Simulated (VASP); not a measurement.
# Eu (P6_3/mmc) in VASP: notebook

The runs below take Eu through single point, with PBE.

Everything below comes from runs of VASP 6.6.1. Logs are shortened: lines on timing, memory, paths and dates and some standing lists are left out, and cuts for length are marked.

### Step 1. The cell of the first run

The structure is hexagonal, space group P6_3/mmc (No. 194). The conventional cell has a = 3.565 Å, b = 3.565 Å, c = 5.740 Å, α = 90.00°, β = 90.00°, γ = 120.00°. Within 4.6 Å of Eu (site symmetry -6m2) lie 12 Eu at 3.53 to 3.57 Å.

This isn't the form of Eu at room conditions, which is bcc.

### Step 2. Single point, PBE, collinear spin, ferromagnetic start (31.59 Å³/atom)

Contents of INCAR:

```
PREC = Accurate
ENCUT = 520
EDIFF = 1E-6
ISMEAR = -1
SIGMA = 0.1
LREAL = F
LASPH = T
NELM = 150
ALGO = Normal
ISIF = 2
LWAVE = F
LCHARG = F
ISPIN = 2
MAGMOM = 7 7
LORBIT = 11
LMAXMIX = 6
GGA = PE
NBANDS = 28
```

Contents of KPOINTS:

```
Automatic mesh
0
Gamma
  12 12 7
```

Contents of POSCAR:

```
Eu
1.0
    3.5650358017      0.0000000000      0.0000000000
   -1.7825179008      3.0874115697      0.0000000000
    0.0000000000      0.0000000000      5.7401685916
Eu
2
Direct
    0.3333333333      0.6666666667      0.2500000000
    0.6666666667      0.3333333333      0.7500000000
```

Potentials or basis: VASP PAW PBE potentials, release 64 (Eu).

The run is started by

```console
cat potpaw_PBE.64/Eu/POTCAR > POTCAR
mpirun -np 1 vasp_std > vasp.out
```

OUTCAR:

```text
PREC = Accurate
   ENCUT = 520
   EDIFF = 1E-6
   ISMEAR = -1
   LREAL = F
   LASPH = T
   NELM = 150
   ISIF = 2
   ISPIN = 2
   LORBIT = 11
   GGA = PE

 ion  position               nearest neighbor table
   1  0.333  0.667  0.250-   2 3.53   2 3.53   2 3.53   2 3.53   2 3.53   2 3.53
   2  0.667  0.333  0.750-   1 3.53   1 3.53   1 3.53   1 3.53   1 3.53   1 3.53

  LATTYP: Found a hexagonal cell.
 ALAT       =     3.5650358017
 C/A-ratio  =     1.6101292977

  Lattice vectors:

 A1 = (   3.5650358017,   0.0000000000,   0.0000000000)
 A2 = (  -1.7825179008,   3.0874115697,   0.0000000000)
 A3 = (   0.0000000000,   0.0000000000,   5.7401685916)

Analysis of symmetry for initial positions (statically):
=====================================================================
 Subroutine PRICEL returns:
 Original cell was already a primitive cell.

 Routine SETGRP: Setting up the symmetry group for a
 hexagonal supercell.

 Subroutine GETGRP returns: Found 24 space group operations
 (whereof 12 operations were pure point group operations)
 out of a pool of 24 trial point group operations.

The static configuration has the point symmetry D_3d.
 The point group associated with its full space group is D_6h.

Analysis of symmetry for dynamics (positions and initial velocities):
=====================================================================
 Subroutine PRICEL returns:
 Original cell was already a primitive cell.

 Routine SETGRP: Setting up the symmetry group for a
 hexagonal supercell.

 Subroutine GETGRP returns: Found 24 space group operations
 (whereof 12 operations were pure point group operations)
 out of a pool of 24 trial point group operations.

The dynamic configuration has the point symmetry D_3d.
 The point group associated with its full space group is D_6h.

Analysis of structural, dynamic, and magnetic symmetry:
=====================================================================
 Subroutine PRICEL returns:
 Original cell was already a primitive cell.

 Routine SETGRP: Setting up the symmetry group for a
 hexagonal supercell.

 Subroutine GETGRP returns: Found 24 space group operations
 (whereof 12 operations were pure point group operations)
 out of a pool of 24 trial point group operations.

The overall configuration has the point symmetry D_3d.
 The point group associated with its full space group is D_6h.

 Subroutine INISYM returns: Found 24 space group operations
 (whereof 12 operations are pure point group operations),
 and found     1 'primitive' translations

----------------------------------------------------------------------------------------

                                     Primitive cell

  volume of cell :      63.1805

  direct lattice vectors                    reciprocal lattice vectors
     3.565035802  0.000000000  0.000000000     0.280502092  0.161947958  0.000000000
    -1.782517901  3.087411570  0.000000000     0.000000000  0.323895917  0.000000000
     0.000000000  0.000000000  5.740168592     0.000000000  0.000000000  0.174210911

  length of vectors
     3.565035802  3.565035802  5.740168592     0.323895917  0.323895917  0.174210911

  position of ions in fractional coordinates (direct lattice)
     0.333333333  0.666666667  0.250000000
     0.666666667  0.333333333  0.750000000

  ion indices of the primitive-cell ions
   primitive index   ion index
                 1           1
                 2           2

----------------------------------------------------------------------------------------

 KPOINTS: Automatic mesh

Automatic generation of k-mesh.
 Grid dimensions read from file:
 generate k-points for:   12   12    7

 Generating k-lattice:

  Cartesian coordinates                     Fractional coordinates (reciprocal lattice)
     0.023375174  0.013495663  0.000000000     0.083333333 -0.000000000  0.000000000
     0.000000000  0.026991326  0.000000000     0.000000000  0.083333333  0.000000000
     0.000000000  0.000000000  0.024887273     0.000000000  0.000000000  0.142857143

  Length of vectors
     0.026991326  0.026991326  0.024887273

  Shift w.r.t. Gamma in fractional coordinates (k-lattice)
     0.000000000  0.000000000  0.000000000

 Subroutine IBZKPT returns following result:
 ===========================================

 Found     76 irreducible k-points:

 Following reciprocal coordinates:
            Coordinates               Weight
  0.000000  0.000000  0.000000      1.000000
  0.083333  0.000000  0.000000      6.000000
  0.166667 -0.000000  0.000000      6.000000
  0.250000 -0.000000  0.000000      6.000000
  0.333333 -0.000000  0.000000      6.000000
  0.416667 -0.000000  0.000000      6.000000
[... 16 lines left out ...]
  0.250000 -0.000000  0.142857     12.000000
  0.333333 -0.000000  0.142857     12.000000
 [... further k-points ...]
   k-points           NKPTS =     76   k-points in BZ     NKDIM =     76   number of bands    NBANDS=     28
   number of dos      NEDOS =    301   number of ions     NIONS =      2
   total plane-waves  NPLWV =  37632
   dimension x,y,z NGX =    28 NGY =   28 NGZ =   48
   dimension x,y,z NGXF=    56 NGYF=   56 NGZF=   96
   ions per type =               2
   NGX,Y,Z   is equivalent  to a cutoff of  13.06, 13.06, 13.90 a.u.
   NGXF,Y,Z  is equivalent  to a cutoff of  26.11, 26.11, 27.80 a.u.
 SYSTEM =  unknown system
   PREC   = accura    normal or accurate (medium, high low for compatibility)
   ISTART =      0    job   : 0-new  1-cont  2-samecut
   ICHARG =      2    charge: 1-file 2-atom 10-const
   ISPIN  =      2    spin polarized calculation?
   LNONCOLLINEAR =      F non collinear calculations
   LSORBIT =      F    spin-orbit coupling
   LASPH  =      T    aspherical Exc in radial PAW
   ENCUT  =  520.0 eV  38.22 Ry    6.18 a.u.   6.63  6.63 10.67*2*pi/ulx,y,z
   NELM   =    150;   NELMIN=  2; NELMDL= -5     # of ELM steps
   EDIFF  = 0.1E-05   stopping-criterion for ELM
   LREAL  =      F    real-space projection
   EDIFFG = 0.1E-04   stopping-criterion for IOM
   NSW    =      0    number of steps for IOM
   IBRION =     -1    ionic relax: 0-MD 1-quasi-New 2-CG
   NFREE  =      0    steps in history (QN), initial steepest desc. (CG)
   ISIF   =      2    stress and relaxation
   ISYM   =      2    0-nonsym 1-usesym 2-fastsym
   POTIM  = 0.5000    time-step for ionic-motion
   TEBEG  =    0.0;   TEEND  =   0.0 temperature during run
   PSTRESS=    0.0 pullay stress
   NELECT =      34.0000    total number of electrons
   NUPDOWN=      -1.0000    fix difference up-down
   EMIN   =  10.00;   EMAX   =-10.00  energy-range for DOS
   EFERMI =   0.00;   METHOD = LEGACY
   ISMEAR =    -1;   SIGMA  =   0.10  broadening in eV -4-tet -1-fermi 0-gaus
   EFERMI_NEDOS =   21; number of points for ismear=-14 and -15
   IALGO  =     38    algorithm
   IMIX   =      4    mixing-type and parameters
     AMIX     =   0.40;   BMIX     =  1.00
     AMIX_MAG =   1.60;   BMIX_MAG =  1.00
  volume/ion in A,a.u.               =      31.59       213.18
  Fermi-wavevector in a.u.,A,eV,Ry     =   1.331599  2.516357 24.125249  1.773156
  Thomas-Fermi vector in A             =   2.460598
   LORBIT       =     11    0 simple, 1 ext, 2 COOP (PROOUT), +10 PAW based schemes
   GGA     = PE    functional components
   LHFCALC =     F    Hartree Fock is set to
   AEXX    =    0.0000 exact exchange contribution
   IVDW    =     0    specifies the selected vdW correction
   LEPSILON=     F    determine dielectric tensor
   LRPA    =     F    only Hartree local field effects (RPA)
 spin polarized calculation
  energy-cutoff  :      520.00
  volume of cell :       63.18
 maximum number of plane-waves:      1737
 NGX is ok and might be reduce to    28
   NGX = 13   NGY = 13   NGZ = 21

 number of electron      34.0000006 magnetization      14.6838954

 Free energy of the ion-electron system (eV)
  ---------------------------------------------------
  ext. energy  EPLUGINS =         0.00000000
  ---------------------------------------------------
  free energy    TOTEN  =       -22.66236446 eV

  energy without entropy =      -22.51508130  energy(sigma->0) =      -22.58872288

 E-fermi :   3.2515     XC(G=0): -10.0545

 val. band max:        3.2502631178   @ k =   0.5000  -0.0000   0.2857
 cond. band min:       3.2549276667   @ k =   0.3333   0.1667   0.2857
 fundamental gap:      0.0046645489
 Fermi energy:         3.2514602170

 spin component 1

 k-point     1 :       0.0000    0.0000    0.0000
  band No.  band energies     occupation
      1     -38.2407      1.00000
      2     -38.1235      1.00000
      3     -17.5562      1.00000
      4     -16.6179      1.00000
      5     -16.6179      1.00000
      6     -16.4699      1.00000
[... 20 lines left out ...]
     27       5.2159      0.00000
     28       5.3243      0.00000
[... 683 lines left out ...]
 k-point    24 :       0.3333   -0.0000    0.1429
  band No.  band energies     occupation
      1     -38.1608      1.00000
      2     -38.0999      1.00000
      3     -17.3261      1.00000
      4     -17.1429      1.00000
      5     -17.0646      1.00000
      6     -16.7875      1.00000
[... 20 lines left out ...]
     27       4.9372      0.00000
     28       5.3890      0.00000

 [... further k-points ...]

 spin component 2

 k-point     1 :       0.0000    0.0000    0.0000
  band No.  band energies     occupation
      1     -35.1428      1.00000
      2     -34.9986      1.00000
      3     -15.3765      1.00000
      4     -14.2719      1.00000
      5     -14.2719      1.00000
      6     -14.1016      1.00000
[... 20 lines left out ...]
     27       7.8409      0.00000
     28       7.8551      0.00000
[... 683 lines left out ...]
 k-point    24 :       0.3333   -0.0000    0.1429
  band No.  band energies     occupation
      1     -35.0441      1.00000
      2     -34.9691      1.00000
      3     -15.1103      1.00000
      4     -14.9008      1.00000
      5     -14.8023      1.00000
      6     -14.4744      1.00000
[... 20 lines left out ...]
     27       7.7700      0.00000
     28       7.8889      0.00000

 [... further k-points ...]
[... 5 lines left out ...]
  --------------------------------------------------------------------------------------
  -------------------------------------------------------------------------------------
  Total        2.3780971      2.3780971      2.4364478      0.0000000      0.0000000     -0.0000000
  in kB       60.3055250     60.3055250     61.7852244      0.0000000      0.0000000     -0.0000000
  external PRESSURE =      60.7987581 kB  Pullay stress =       0.0000000 kB

 VOLUME and BASIS-vectors are now :
 -----------------------------------------------------------------------------
  energy-cutoff  :      520.00
  volume of cell :       63.18
      direct lattice vectors                 reciprocal lattice vectors
     3.565035802  0.000000000  0.000000000     0.280502092  0.161947958  0.000000000
    -1.782517901  3.087411570  0.000000000     0.000000000  0.323895917  0.000000000
     0.000000000  0.000000000  5.740168592     0.000000000  0.000000000  0.174210911

 POSITION                                       TOTAL-FORCE (eV/Angst)
 -----------------------------------------------------------------------------------
     -0.00000      2.05827      1.43504        -0.000000      0.000000      0.000000
      1.78252      1.02914      4.30513         0.000000      0.000000      0.000000
 -----------------------------------------------------------------------------------
    total drift:                               -0.000000      0.000000     -0.000000

  FREE ENERGIE OF THE ION-ELECTRON SYSTEM (eV)
  ---------------------------------------------------
  free  energy   TOTEN  =       -22.6623644566 eV

  energy  without entropy=      -22.5150812992  energy(sigma->0) =      -22.58872288

 total charge

# of ion       s       p       d       f       tot
--------------------------------------------------
    1        2.101   5.684   0.483   6.543  14.810
    2        2.101   5.684   0.483   6.543  14.810
--------------------------------------------------
tot          4.201  11.368   0.966  13.085  29.621

 magnetization (x)

# of ion       s       p       d       f       tot
--------------------------------------------------
    1        0.005  -0.076   0.216   6.534   6.679
    2        0.005  -0.076   0.216   6.534   6.679
--------------------------------------------------
tot          0.010  -0.153   0.432  13.069  13.358
```

Wall time 13 min (1 thread of Intel Xeon 8259CL, shared host); peak memory 0.37 GiB.

Results:

| Quantity | Value |
| --- | --- |
| Free energy | -22.6624 eV |
| Pressure | 6.1 GPa |
| Net moment | 14.68 μB per cell |
| Site moments | Eu +6.68 μB |
| Valence electrons inside the program's atomic spheres | Eu 14.81 |

Levels at points of the mesh, in eV from the Fermi level:
Spin up:
```csv
k point,band 21,band 22,band 23,band 24,band 25,band 26,band 27,band 28
"(0.00, 0.00, 0.00)",-0.45,-0.45,-0.38,-0.37,1.81,1.96,1.96,2.07
"(0.50, 0.00, 0.00)",-0.42,-0.40,-0.40,-0.38,-0.33,0.72,1.67,1.78
```
Spin down:
```csv
k point,band 8,band 9,band 10,band 11,band 12,band 13
"(0.00, 0.00, 0.00)",-17.33,-3.62,-1.03,2.69,2.97,2.97
"(0.50, 0.00, 0.00)",-17.50,-0.56,-0.49,-0.18,1.84,2.75
```

Caveat: the cell stands under pressure; spin-orbit coupling is left out, which moves the levels of the heavy elements; semilocal functionals describe open f shells poorly, which spoils levels, moments and volumes.

### Step 3. Single point, PBE, collinear spin, ferromagnetic start (35.80 Å³/atom)

This run uses another cell than the first one, of 35.80 Å³/atom.

Contents of INCAR:

```
SYSTEM = Eu
PREC = Accurate ; ENCUT = 520
EDIFF = 1E-6 ; ISMEAR = -1
SIGMA = 0.1 ; LREAL = .FALSE.
LASPH = .TRUE. ; NELM = 150
ALGO = Normal ; ISIF = 2
LWAVE = .FALSE. ; LCHARG = .FALSE.
ISPIN = 2 ; MAGMOM = 7 7
LORBIT = 11 ; LMAXMIX = 6
GGA = PE ; NBANDS = 28
```

Contents of KPOINTS:

```
regular mesh
0
G
  12 12 7
  0 0 0
```

Contents of POSCAR:

```
Eu
1.0
    3.7195083435      0.0000000000      0.0000000000
   -1.8597541718      3.2211887151      0.0000000000
    0.0000000000      0.0000000000      5.9763913298
Eu
2
Direct
    0.3333333333      0.6666666667      0.2500000000
    0.6666666667      0.3333333333      0.7500000000
```

Potentials or basis: VASP PAW PBE potentials, release 64 (Eu).

The run is started by

```console
cat potpaw_PBE.64/Eu/POTCAR > POTCAR
mpirun -np 1 vasp_std > vasp.out
```

Run time: 13 min. Hardware: 1 thread of Intel Xeon 8259CL, shared host; peak memory 0.38 GiB.

The run converged. Its results:

```
Free energy                                           : -22.8961 eV
Pressure                                              : 2.8 GPa
Net moment                                            : 14.89 μB per cell
Site moments                                          : Eu +6.71 μB
Valence electrons inside the program's atomic spheres : Eu 14.77
```

Levels at points of the mesh, in eV from the Fermi level:
Spin up:
```tsv
k point	band 22	band 23	band 24	band 25	band 26	band 27
(0.00, 0.00, 0.00)	-0.45	-0.40	-0.39	1.21	1.87	1.87
(0.50, 0.00, 0.00)	-0.41	-0.41	-0.40	-0.35	0.31	1.53
```
Spin down:
```csv
k point,band 7,band 8,band 9,band 10,band 11,band 12,band 13,band 14
"(0.00, 0.00, 0.00)",-17.57,-17.56,-3.56,-0.92,2.21,2.91,2.91,2.97
"(0.50, 0.00, 0.00)",-17.78,-17.68,-0.51,-0.32,0.05,1.44,2.54,2.74
```

Caveat: spin-orbit coupling is left out, which moves the levels of the heavy elements; semilocal functionals describe open f shells poorly, which spoils levels, moments and volumes. The state reached can hang on the start; a lower one may exist.
